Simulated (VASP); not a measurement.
# C (Fmmm) in VASP: further runs

C is run at these levels: LDA; tasks: relaxation of the atoms, relaxation of cell and atoms.

Everything below comes from runs of VASP 6.6.1. Logs are shortened: lines on timing, memory, paths and dates and some standing lists are left out, and cuts for length are marked.

### 1 The cell of the first run

The structure is orthorhombic, space group Fmmm (No. 69). Conventional cell: a = 2.446 Å, b = 4.233 Å, c = 6.601 Å, α = 90.00°, β = 90.00°, γ = 90.00°. Within 1.9 Å of C (site symmetry m2m) lie 3 C at 1.41 Å.

### 2 Relaxation of the atoms, LDA (strain along c alone, the other axes held: -2.0 %)

INCAR reads:

```
PREC = Accurate ; ENCUT = 520
EDIFF = 1E-7 ; ISMEAR = 0
SIGMA = 0.1 ; LREAL = False
LASPH = True ; NELM = 100
ALGO = Normal ; ISIF = 2
LWAVE = False ; LCHARG = False
GGA = CA ; IBRION = 2
NSW = 60 ; EDIFFG = -0.008
KPAR = 4
```

KPOINTS reads:

```
Automatic mesh
0
Gamma
  14 8 6
```

POSCAR reads:

```
C
1.0
    2.4455496832      0.0000000000      0.0000000000
    0.0000000000      4.2334728944      0.0000000000
    0.0000000000      0.0000000000      6.6006146071
C
8
Direct
    0.5000000000      0.6666868752      0.5000000000
    0.0000000000      0.8333131248      0.5000000000
    0.5000000000      0.1666868752      0.0000000000
    0.0000000000      0.3333131248      0.0000000000
    0.0000000000      0.6666868752      0.0000000000
    0.5000000000      0.8333131248      0.0000000000
    0.0000000000      0.1666868752      0.5000000000
    0.5000000000      0.3333131248      0.5000000000
```

Potentials or basis: VASP PAW LDA potentials, release 64 (C).

The run is started by

```console
> cat potpaw_LDA.64/C/POTCAR > POTCAR
> mpirun -np 4 vasp_std > vasp.out
```

OUTCAR:

```text
PREC = Accurate
   ENCUT = 520
   EDIFF = 1E-7
   ISMEAR = 0
   LREAL = False
   LASPH = True
   NELM = 100
   ISIF = 2
   GGA = CA
   IBRION = 2
   NSW = 60
   EDIFFG = -0.008

 ion  position               nearest neighbor table
   1  0.500  0.667  0.500-   8 1.41   2 1.41   2 1.41
   2  0.000  0.833  0.500-   7 1.41   1 1.41   1 1.41
   3  0.500  0.167  0.000-   6 1.41   4 1.41   4 1.41
   4  0.000  0.333  0.000-   5 1.41   3 1.41   3 1.41
   5  0.000  0.667  0.000-   4 1.41   6 1.41   6 1.41
   6  0.500  0.833  0.000-   3 1.41   5 1.41   5 1.41
   7  0.000  0.167  0.500-   2 1.41   8 1.41   8 1.41
   8  0.500  0.333  0.500-   1 1.41   7 1.41   7 1.41

  LATTYP: Found a simple orthorhombic cell.
 ALAT       =     2.4455496832
 B/A-ratio  =     1.7310925734
 C/A-ratio  =     2.6990310818

  Lattice vectors:

 A1 = (   2.4455496832,   0.0000000000,   0.0000000000)
 A2 = (   0.0000000000,   4.2334728944,   0.0000000000)
 A3 = (   0.0000000000,   0.0000000000,   6.6006146071)

Analysis of symmetry for initial positions (statically):
=====================================================================
 Subroutine PRICEL returns following result:

  LATTYP: Found a face centered orthorhombic cell.
 ALAT       =     2.4455496832
 B/A-ratio  =     1.7310925734
 C/A-ratio  =     2.6990310818

  Lattice vectors:

 A1 = (  -0.0000000000,  -2.1167364472,  -3.3003073035)
 A2 = (   1.2227748416,   0.0000000000,  -3.3003073035)
 A3 = (   1.2227748416,  -2.1167364472,   0.0000000000)

   4 primitive cells build up your supercell.

 Routine SETGRP: Setting up the symmetry group for a
 simple orthorhombic supercell.

 Subroutine GETGRP returns: Found  8 space group operations
 (whereof  8 operations were pure point group operations)
 out of a pool of  8 trial point group operations.

The static configuration has the point symmetry D_2h.

Analysis of symmetry for dynamics (positions and initial velocities):
=====================================================================
 Subroutine PRICEL returns following result:

  LATTYP: Found a face centered orthorhombic cell.
 ALAT       =     2.4455496832
 B/A-ratio  =     1.7310925734
 C/A-ratio  =     2.6990310818

  Lattice vectors:

 A1 = (  -0.0000000000,  -2.1167364472,  -3.3003073035)
 A2 = (   1.2227748416,   0.0000000000,  -3.3003073035)
 A3 = (   1.2227748416,  -2.1167364472,   0.0000000000)

[... 114 lines left out ...]
   NFREE  =      1    steps in history (QN), initial steepest desc. (CG)
   ISIF   =      2    stress and relaxation
   ISYM   =      2    0-nonsym 1-usesym 2-fastsym
   POTIM  = 0.5000    time-step for ionic-motion
   TEBEG  =    0.0;   TEEND  =   0.0 temperature during run
   PSTRESS=    0.0 pullay stress
   NELECT =      32.0000    total number of electrons
   NUPDOWN=      -1.0000    fix difference up-down
   EMIN   =  10.00;   EMAX   =-10.00  energy-range for DOS
   EFERMI =   0.00;   METHOD = LEGACY
   ISMEAR =     0;   SIGMA  =   0.10  broadening in eV -4-tet -1-fermi 0-gaus
   EFERMI_NEDOS =   21; number of points for ismear=-14 and -15
   IALGO  =     38    algorithm
   IMIX   =      4    mixing-type and parameters
     AMIX     =   0.40;   BMIX     =  1.00
     AMIX_MAG =   1.60;   BMIX_MAG =  1.00
  volume/ion in A,a.u.               =       8.54        57.65
  Fermi-wavevector in a.u.,A,eV,Ry     =   1.271273  2.402358 21.988864  1.616136
  Thomas-Fermi vector in A             =   2.404215
   LORBIT       =      0    0 simple, 1 ext, 2 COOP (PROOUT), +10 PAW based schemes
   GGA     = CA    functional components
   LHFCALC =     F    Hartree Fock is set to
   AEXX    =    0.0000 exact exchange contribution
   IVDW    =     0    specifies the selected vdW correction
   LEPSILON=     F    determine dielectric tensor
   LRPA    =     F    only Hartree local field effects (RPA)
 conjugate gradient relaxation of ions
 non-spin polarized calculation
 Gauss-broadening in eV      SIGMA  =   0.10
  energy-cutoff  :      520.00
  volume of cell :       68.34
 maximum number of plane-waves:      1870
   NGX =  9   NGY = 15   NGZ = 25

 number of electron      32.0000008 magnetization

 Free energy of the ion-electron system (eV)
  ---------------------------------------------------
  ext. energy  EPLUGINS =         0.00000000
  ---------------------------------------------------
  free energy    TOTEN  =       -80.87742179 eV

  energy without entropy =      -80.87647993  energy(sigma->0) =      -80.87695086

 E-fermi :   4.8301     XC(G=0): -10.9093

 val. band max:        4.8293722524   @ k =   0.3571   0.0000   0.0000
 cond. band min:       4.8385615798   @ k =   0.3571   0.0000   0.3333
 fundamental gap:      0.0091893275
 Fermi energy:         4.8301404834

 k-point     1 :       0.0000    0.0000    0.0000
  band No.  band energies     occupation
      1     -14.7930      2.00000
      2     -14.4331      2.00000
      3      -9.3527      2.00000
      4      -9.0845      2.00000
      5      -8.5221      2.00000
      6      -8.3158      2.00000
[... 565 lines left out ...]
     20       7.7455      0.00000
     21      14.0388      0.00000

 [... further k-points ...]

------------------------ aborting loop because EDIFF is reached ----------------------------------------

  FORCE on cell =-STRESS in cart. coord.  units (eV):
  Direction    XX          YY          ZZ          XY          YZ          ZX
  --------------------------------------------------------------------------------------
  -------------------------------------------------------------------------------------
  Total        0.5981841      0.4807231      0.1750207      0.0000000      0.0000000      0.0000000
  in kB       14.0245124     11.2706219      4.1033863      0.0000000      0.0000000      0.0000000
  external PRESSURE =       9.7995069 kB  Pullay stress =       0.0000000 kB

 VOLUME and BASIS-vectors are now :
 -----------------------------------------------------------------------------
  energy-cutoff  :      520.00
  volume of cell :       68.34
      direct lattice vectors                 reciprocal lattice vectors
     2.445549683  0.000000000  0.000000000     0.408906025  0.000000000  0.000000000
     0.000000000  4.233472894  0.000000000     0.000000000  0.236212685  0.000000000
     0.000000000  0.000000000  6.600614607     0.000000000  0.000000000  0.151501043

 POSITION                                       TOTAL-FORCE (eV/Angst)
 -----------------------------------------------------------------------------------
      1.22277      2.82240      3.30031         0.000000     -0.004555     -0.000000
      0.00000      3.52781      3.30031        -0.000000      0.004555      0.000000
      1.22277      0.70566      0.00000         0.000000     -0.004555      0.000000
      0.00000      1.41107      0.00000         0.000000      0.004555     -0.000000
      0.00000      2.82240      0.00000         0.000000     -0.004555      0.000000
      1.22277      3.52781      0.00000        -0.000000      0.004555     -0.000000
      0.00000      0.70566      3.30031        -0.000000     -0.004555     -0.000000
      1.22277      1.41107      3.30031        -0.000000      0.004555     -0.000000
 -----------------------------------------------------------------------------------
    total drift:                                0.000000      0.000000      0.000000

  FREE ENERGIE OF THE ION-ELECTRON SYSTEM (eV)
  ---------------------------------------------------
  free  energy   TOTEN  =       -80.8774217880 eV

  energy  without entropy=      -80.8764799320  energy(sigma->0) =      -80.87695086

 reached required accuracy - stopping structural energy minimisation
```

CONTCAR:

```text
C
   1.00000000000000
     2.4455496831999999    0.0000000000000000    0.0000000000000000
     0.0000000000000000    4.2334728944000002    0.0000000000000000
     0.0000000000000000    0.0000000000000000    6.6006146070999998
  C
     8
Direct
     0.5000000000000000    0.6666868751999999    0.5000000000000000
     0.0000000000000000    0.8333131248000001    0.5000000000000000
     0.5000000000000000    0.1666868751999999    0.0000000000000000
     0.0000000000000000    0.3333131248000001    0.0000000000000000
     0.0000000000000000    0.6666868751999999    0.0000000000000000
     0.5000000000000000    0.8333131248000001    0.0000000000000000
     0.0000000000000000    0.1666868751999999    0.5000000000000000
     0.5000000000000000    0.3333131248000001    0.5000000000000000

  0.00000000E+00  0.00000000E+00  0.00000000E+00
  0.00000000E+00  0.00000000E+00  0.00000000E+00
  0.00000000E+00  0.00000000E+00  0.00000000E+00
  0.00000000E+00  0.00000000E+00  0.00000000E+00
  0.00000000E+00  0.00000000E+00  0.00000000E+00
  0.00000000E+00  0.00000000E+00  0.00000000E+00
  0.00000000E+00  0.00000000E+00  0.00000000E+00
  0.00000000E+00  0.00000000E+00  0.00000000E+00
```

It took 47 s on 4 MPI ranks of AMD EPYC 7R43 (Zen 3), shared host; peak memory 0.22 GiB.

Results:

```yaml
Free_energy: -80.8774 eV
Pressure_after_relaxing: 1.0 GPa
Largest_force_after_relaxing: 0.005 eV/Å
Band_gap_on_the_k_mesh: zero (bands 16 and 17 overlap by 0.26 eV)
```

Forces in eV/Å, atoms in the order of the input:
```
C    0.000 -0.005  0.000
C    0.000  0.005  0.000
C    0.000 -0.005  0.000
C    0.000  0.005  0.000
C    0.000 -0.005  0.000
C    0.000  0.005  0.000
C    0.000 -0.005  0.000
C    0.000  0.005  0.000
```

Stress tensor (GPa, compression positive):
```
1.40 0.00 0.00
0.00 1.13 0.00
0.00 0.00 0.41
```

Final structure:
```cif
data_structure
_symmetry_space_group_name_H-M 'P 1'
_symmetry_Int_Tables_number 1
_cell_length_a 2.4455
_cell_length_b 4.2335
_cell_length_c 6.6006
_cell_angle_alpha 90.000
_cell_angle_beta 90.000
_cell_angle_gamma 90.000
_cell_volume 68.34
loop_
_atom_site_label
_atom_site_type_symbol
_atom_site_fract_x
_atom_site_fract_y
_atom_site_fract_z
_atom_site_occupancy
C1 C 0.50000 0.66669 0.50000 1
C2 C 0.00000 0.83331 0.50000 1
C3 C 0.50000 0.16669 0.00000 1
C4 C 0.00000 0.33331 0.00000 1
C5 C 0.00000 0.66669 0.00000 1
C6 C 0.50000 0.83331 0.00000 1
C7 C 0.00000 0.16669 0.50000 1
C8 C 0.50000 0.33331 0.50000 1
```

Caveat: the cell differs from its parent crystal (strain along c alone, the other axes held: -2.0 %); the relaxation stopped at its first step, so nothing moved.

(Continued in part 2 of 2.)

The gap in the log of VASP goes by the Fermi energy; the results here count the filled bands.